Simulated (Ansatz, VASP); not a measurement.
# Two plane-wave programs on SnTe3

```
Sn Te
1.0
     0.00000    3.86122    3.86122
     3.86122    0.00000    3.86122
     3.86122    3.86122    0.00000
Sn Te
1 3
Cartesian
  0.0000 0.0000 0.0000
  1.9306 1.9306 1.9306
  5.7918 5.7918 5.7918
  3.8612 3.8612 3.8612
```

Alike in both runs: task relaxation of cell and atoms; functional RPBE; k mesh 4 × 4 × 4; occupations fermi-dirac, width 0.1 eV; no spin polarisation.

|  | VASP | Ansatz |
| --- | --- | --- |
| version | VASP 6.6.1 | Ansatz 0.2.0 |
| potentials or method | VASP PAW PBE potentials, release 64 (Sn_d, Te) | plane waves, PAW |
| plane-wave cutoff (eV) | 500 | 420 |
| valence electrons in the cell | 32 | 62 |

```tsv
	VASP	Ansatz	Ansatz less VASP
relaxed volume (Å³/atom)	29.85	29.92	+0.072
relaxed cell length with the largest relative difference (Å)	5.527	5.532	+0.0044
```

VASP's potentials were made for PBE, not for RPBE. VASP's potentials hold 32 valence electrons a cell and Ansatz's 62, so a difference there can come from the potentials and not from the codes.

Spin-orbit coupling is off throughout.
